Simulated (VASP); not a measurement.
# PtSe2 (P-1) in VASP: a series of runs, part 2 of 2

VASP 6.6.1. Earlier steps stand in the parts before.

## (3) Single point, PBE (strain +0.0350 x Voigt [0, 0, 0, 0, 1, 0])

The input, INCAR:

```
PREC = Accurate ; ENCUT = 520
EDIFF = 1E-7 ; ISMEAR = 0
SIGMA = 0.15 ; LREAL = False
LASPH = True ; NELM = 80
ALGO = Normal ; ISIF = 2
LWAVE = False ; LCHARG = False
GGA = PE ; NBANDS = 18
```

The input, KPOINTS:

```
regular mesh
0
Gamma
  12 12 10
```

The input, POSCAR:

```
PtSe2
1.0
    3.7240006046      0.0000000000      0.0651700106
   -1.8620003023      3.2250791273     -0.0325850053
    0.0885850000      0.0000000000      5.0620000000
Pt Se
1 2
Direct
    0.0000000000      0.0000000000      0.0000000000
    0.3333333333      0.6666666667      0.2500000000
    0.6666666667      0.3333333333      0.7500000000
```

Potentials or basis: VASP PAW PBE potentials, release 64 (Pt, Se).

Command:

```console
cat potpaw_PBE.64/Pt/POTCAR potpaw_PBE.64/Se/POTCAR > POTCAR
mpirun -np 1 vasp_std > vasp.out
```

OUTCAR:

```text
PREC = Accurate
   ENCUT = 520
   EDIFF = 1E-7
   ISMEAR = 0
   LREAL = False
   LASPH = True
   NELM = 80
   ISIF = 2
   GGA = PE

 ion  position               nearest neighbor table
   1  0.000  0.000  0.000-   3 2.46   2 2.46   3 2.49   2 2.49   2 2.53   3 2.53
   2  0.333  0.667  0.250-   1 2.46   1 2.49   1 2.53
   3  0.667  0.333  0.750-   1 2.46   1 2.49   1 2.53

  LATTYP: Found a base centered monoclinic cell.
 ALAT       =     3.7245707985
 B/A-ratio  =     1.7317856482
 C/A-ratio  =     1.3592908642
 COS(beta)  =    -0.0349892845

  Lattice vectors:

 A1 = (  -1.8620003023,   3.2250791273,  -0.0325850053)
 A2 = (  -1.8620003023,  -3.2250791273,  -0.0325850053)
 A3 = (   0.0885850000,   0.0000000000,   5.0620000000)

Analysis of symmetry for initial positions (statically):
=====================================================================
 Subroutine PRICEL returns:
 Original cell was already a primitive cell.

 Routine SETGRP: Setting up the symmetry group for a
 base centered monoclinic supercell.

 Subroutine GETGRP returns: Found  2 space group operations
 (whereof  2 operations were pure point group operations)
[... 167 lines left out ...]

 val. band max:        6.5348286176   @ k =   0.0833  -0.0833  -0.1000
 cond. band min:       6.5403729714   @ k =   0.2500   0.3333   0.1000
 fundamental gap:      0.0055443538
 Fermi energy:         6.5398906855

 k-point     1 :       0.0000    0.0000    0.0000
  band No.  band energies     occupation
      1      -9.1844      2.00000
      2      -6.3514      2.00000
      3      -0.6764      2.00000
      4      -0.0099      2.00000
      5       0.1033      2.00000
      6       2.4865      2.00000
[... 481 lines left out ...]
      5       1.2058      2.00000
      6       1.9046      2.00000
[... 10 lines left out ...]
     17      14.8817      0.00000
     18      16.9056      0.00000

 [... further k-points ...]

------------------------ aborting loop because EDIFF is reached ----------------------------------------

  FORCE on cell =-STRESS in cart. coord.  units (eV):
  Direction    XX          YY          ZZ          XY          YZ          ZX
  --------------------------------------------------------------------------------------
  -------------------------------------------------------------------------------------
  Total        3.1487593      3.0613322      2.3203252      0.7092326     -0.0547491     -1.1900694
  in kB       83.0062531     80.7015362     61.1674259     18.6964875     -1.4432735    -31.3721035
  external PRESSURE =      74.9584051 kB  Pullay stress =       0.0000000 kB

 VOLUME and BASIS-vectors are now :
 -----------------------------------------------------------------------------
  energy-cutoff  :      520.00
  volume of cell :       60.78
      direct lattice vectors                 reciprocal lattice vectors
     3.724000605  0.000000000  0.065170011     0.268610682  0.155034956 -0.004700687
    -1.862000302  3.225079127 -0.032585005     0.000000000  0.310069912  0.000000000
     0.088585000  0.000000000  5.062000000    -0.003458191  0.000000000  0.197610894

 POSITION                                       TOTAL-FORCE (eV/Angst)
 -----------------------------------------------------------------------------------
      0.00000      0.00000      0.00000         0.000000      0.000000      0.000000
      0.02215      2.15005      1.26550        -0.377777     -0.017377      0.596203
      1.92844      1.07503      3.82909         0.377777      0.017377     -0.596203
 -----------------------------------------------------------------------------------
    total drift:                               -0.000000     -0.000000     -0.000000

  FREE ENERGIE OF THE ION-ELECTRON SYSTEM (eV)
  ---------------------------------------------------
  free  energy   TOTEN  =       -14.1676072129 eV

  energy  without entropy=      -14.1607629236  energy(sigma->0) =      -14.16418507
```

OSZICAR:

```text
N       E                     dE             d eps       ncg     rms          rms(c)
DAV:   1     0.111592277639E+03    0.11159E+03   -0.10084E+04 26312   0.108E+03
DAV:   2    -0.976896251684E+01   -0.12136E+03   -0.11735E+03 32068   0.213E+02
DAV:   3    -0.149162830337E+02   -0.51473E+01   -0.51029E+01 31628   0.435E+01
DAV:   4    -0.149559633212E+02   -0.39680E-01   -0.39664E-01 32512   0.416E+00
DAV:   5    -0.149563743210E+02   -0.41100E-03   -0.41099E-03 31458   0.413E-01    0.131E+01
DAV:   6    -0.143812978810E+02    0.57508E+00   -0.41096E+00 26944   0.186E+01    0.801E+00
DAV:   7    -0.141872128727E+02    0.19409E+00   -0.80008E-01 26616   0.879E+00    0.402E+00
DAV:   8    -0.141694345293E+02    0.17778E-01   -0.45761E-02 28714   0.159E+00    0.810E-01
DAV:   9    -0.141674057739E+02    0.20288E-02   -0.67157E-03 29636   0.785E-01    0.167E-01
DAV:  10    -0.141676037388E+02   -0.19796E-03   -0.10255E-03 30790   0.207E-01    0.448E-02
DAV:  11    -0.141676056426E+02   -0.19038E-05   -0.45765E-05 33698   0.613E-02    0.252E-02
DAV:  12    -0.141676066930E+02   -0.10504E-05   -0.99709E-06 28194   0.222E-02    0.245E-03
DAV:  13    -0.141676071451E+02   -0.45209E-06   -0.74946E-07 33842   0.552E-03    0.166E-03
DAV:  14    -0.141676072129E+02   -0.67783E-07   -0.13312E-07 23062   0.271E-03
   1 F= -.14167607E+02 E0= -.14164185E+02  d E =-.684429E-02
```

stdout:

```text
POSCAR found type information on POSCAR PtSe
 POSCAR found :  2 types and       3 ions
 scaLAPACK will be used
 LDA part: xc-table for (Slater+PW92), standard interpolation
 POSCAR, INCAR and KPOINTS ok, starting setup
 FFT: planning ... GRIDC
 FFT: planning ... GRID_SOFT
 FFT: planning ... GRID
 WAVECAR not read
 entering main loop
```

Wall time 6.7 min (1 thread of AMD EPYC 9R45 (Zen 5), shared host); peak memory 0.79 GiB.

Results:

```
Free energy            : -14.1676 eV
Pressure               : 7.5 GPa
Largest force          : 0.706 eV/Å
Band gap on the k mesh : zero (bands 11 and 12 overlap by 0.46 eV)
```

Forces on the atoms (eV/Å):
```
Pt   0.000  0.000  0.000
Se  -0.378 -0.017  0.596
Se   0.378  0.017 -0.596
```

Levels at points of the mesh, in eV from the Fermi level:
```csv
k point,band 9,band 10,band 11,band 12,band 13,band 14
"(0.00, 0.00, 0.00)",-1.13,-1.03,0.41,1.42,1.51,3.61
"(0.50, 0.00, 0.00)",-3.53,-3.49,-3.01,0.75,2.24,4.78
"(0.50, 0.50, 0.00)",-3.51,-3.37,-2.95,0.58,2.47,4.80
"(0.00, 0.50, 0.00)",-3.48,-3.42,-2.97,0.67,2.33,4.81
"(0.00, 0.00, 0.50)",-1.71,-1.63,-1.39,2.14,2.47,4.79
"(0.50, 0.00, 0.50)",-3.25,-2.87,-1.52,0.93,1.57,4.70
"(0.50, 0.50, 0.50)",-3.21,-2.85,-1.24,1.05,1.48,4.47
"(0.00, 0.50, 0.50)",-3.23,-2.86,-1.37,0.98,1.54,4.58
```

Caveat: the cell differs from its parent crystal (strain +0.0350 x Voigt [0, 0, 0, 0, 1, 0]); the cell stands under pressure; spin-orbit coupling is left out, which moves the levels of the heavy elements.

## (4) Single point, PBE (strain +0.0250 x Voigt [0, 0, 0, 0, 1, 0])

The input, INCAR:

```
SYSTEM = PtSe2
PREC = Accurate
ENCUT = 520
EDIFF = 1E-6
ISMEAR = 0
SIGMA = 0.15
LREAL = .FALSE.
LASPH = .TRUE.
NELM = 80
ALGO = Normal
ISIF = 2
LWAVE = .FALSE.
LCHARG = .TRUE.
GGA = PE
LELF = .TRUE.
LVHAR = .TRUE.
NBANDS = 18
```

The input, KPOINTS:

```
Automatic mesh
0
G
  12 12 10
  0 0 0
```

The input, POSCAR:

```
PtSe2
1.0
    3.7240006046      0.0000000000      0.0465500076
   -1.8620003023      3.2250791273     -0.0232750038
    0.0632750000      0.0000000000      5.0620000000
Pt Se
1 2
Direct
    0.0000000000      0.0000000000      0.0000000000
    0.3333333333      0.6666666667      0.2500000000
    0.6666666667      0.3333333333      0.7500000000
```

Command:

```console
cat potpaw_PBE.64/Pt/POTCAR potpaw_PBE.64/Se/POTCAR > POTCAR
mpirun -np 1 vasp_std > vasp.out
```

It took 6 min on 1 thread of AMD EPYC 9R45 (Zen 5), shared host; peak memory 0.79 GiB.

It converged, with:

```
Free energy            : -14.1782 eV
Pressure               : 7.4 GPa
Largest force          : 0.645 eV/Å
Band gap on the k mesh : zero (bands 11 and 12 overlap by 0.44 eV)
```

Forces on the atoms (eV/Å):
```
Pt   0.000  0.000  0.000
Se  -0.269 -0.009  0.586
Se   0.269  0.009 -0.586
```

Stress tensor (GPa, compression positive):
```
 8.14  1.33 -2.24
 1.33  8.03 -0.07
-2.24 -0.07  6.05
```

Levels at points of the mesh, in eV from the Fermi level:
| k point | band 8 | band 9 | band 10 | band 11 | band 12 | band 13 | band 14 | band 15 |
| --- | --- | --- | --- | --- | --- | --- | --- | --- |
| (0.00, 0.00, 0.00) | -2.59 | -1.12 | -1.04 | 0.40 | 1.43 | 1.49 | 3.61 | 4.21 |
| (0.50, 0.00, 0.00) | -3.55 | -3.54 | -3.48 | -3.01 | 0.72 | 2.27 | 4.78 | 5.82 |
| (0.50, 0.50, 0.00) | -3.54 | -3.52 | -3.40 | -2.97 | 0.60 | 2.43 | 4.79 | 5.81 |
| (0.00, 0.50, 0.00) | -3.54 | -3.51 | -3.43 | -2.98 | 0.66 | 2.34 | 4.79 | 5.78 |
| (0.00, 0.00, 0.50) | -2.96 | -1.72 | -1.60 | -1.43 | 2.18 | 2.42 | 4.79 | 6.33 |
| (0.50, 0.00, 0.50) | -3.55 | -3.25 | -2.87 | -1.49 | 0.95 | 1.55 | 4.65 | 4.76 |
| (0.50, 0.50, 0.50) | -3.51 | -3.23 | -2.86 | -1.28 | 1.03 | 1.48 | 4.49 | 4.79 |
| (0.00, 0.50, 0.50) | -3.53 | -3.24 | -2.86 | -1.38 | 0.98 | 1.53 | 4.57 | 4.77 |

Caveat: the cell differs from its parent crystal (strain +0.0250 x Voigt [0, 0, 0, 0, 1, 0]); the cell stands under pressure; spin-orbit coupling is left out, which moves the levels of the heavy elements.

## (5) The runs side by side

| cell | gap on the mesh (eV) | pressure (GPa) | largest force (eV/Å) |
| --- | --- | --- | --- |
| a = 3.724, b = 3.724, c = 5.063 Å, angles 90.9, 88.3, 120.0°, 3 atoms | none | 7.5 | 0.67 |
| a = 3.725, b = 3.724, c = 5.063 Å, angles 91.0, 88.0, 120.0°, 3 atoms | none | 7.5 | 0.71 |
| a = 3.724, b = 3.724, c = 5.062 Å, angles 90.7, 88.6, 120.0°, 3 atoms | none | 7.4 | 0.64 |

Alike in all rows: task single point; level PBE; potentials or basis VASP PAW PBE potentials, release 64 (Pt, Se); no spin polarisation; k mesh 12 × 12 × 10; cutoff (eV) 520; smearing gaussian 0.15 eV.

Caveats: the cell stands under pressure; spin-orbit coupling is left out, which moves the levels of the heavy elements.

Total energies depend on the potentials used, so only differences within one code and one set of settings carry meaning.
